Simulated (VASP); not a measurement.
Input of a VASP 6.6.1 run:

INCAR

```
SYSTEM = MgZn3O4
ALGO = Normal
EDIFF = 1E-6
ENCUT = 520
GGA = PS
ISIF = 2
ISMEAR = -1
LASPH = .True.
LCHARG = .True.
LELF = .True.
LREAL = Auto
LVHAR = .True.
LWAVE = .False.
NBANDS = 76
NELM = 100
PREC = Accurate
SIGMA = 0.05
```

The input KPOINTS:

```
Automatic mesh
0
Gamma
  2 2 2
  0.5 0.5 0.5
```

Contents of POSCAR:

```
MgZn3O4
1.0
    6.5044980000      0.0000000000      0.0000000000
    0.0000000000      5.6330600000      0.0000000000
    0.0000000000      0.0000000000      5.1557130000
Zn Mg O
6 2 8
Direct
    0.2637130000      0.1486170000      0.5022250000
    0.7454430000      0.1797820000      0.4816570000
    0.4898030000      0.6631440000      0.4763030000
    0.0151620000      0.3231670000      0.0061360000
    0.2408830000      0.8321930000      0.0179480000
    0.7348160000      0.8213910000      0.0066150000
    0.9987770000      0.6847200000      0.4857200000
    0.4811350000      0.3327360000      0.9932910000
    0.9850960000      0.3679420000      0.3483790000
    0.4820960000      0.3533260000      0.3763230000
    0.2855650000      0.8276750000      0.3888800000
    0.7539300000      0.8256370000      0.3843240000
    0.2633990000      0.1522070000      0.8885790000
    0.0294360000      0.6434130000      0.8922950000
    0.7479900000      0.1748030000      0.8923340000
    0.4656630000      0.6670930000      0.8919200000
```

Potentials or basis: VASP PAW PBE potentials, release 64 (Zn, Mg, O).

Command:

```bash
$ cat potpaw_PBE.64/Zn/POTCAR potpaw_PBE.64/Mg/POTCAR potpaw_PBE.64/O/POTCAR > POTCAR
$ mpirun -np 1 vasp_std > vasp.out
```

What does it give for the largest force?

6.059 eV/Å.

What does it give for the band gap on the k mesh?

3.14 eV, indirect (least direct gap 3.17 eV).

Stress tensor (GPa, compression positive):
```
 5.53 -2.27  1.77
-2.27  7.39  1.02
 1.77  1.02  4.06
```

Caveat: the k points lie up to 0.61 Å⁻¹ apart; the PAW data sets were made with another functional, which shifts forces and pressure a little. A k mesh can miss the band edges.
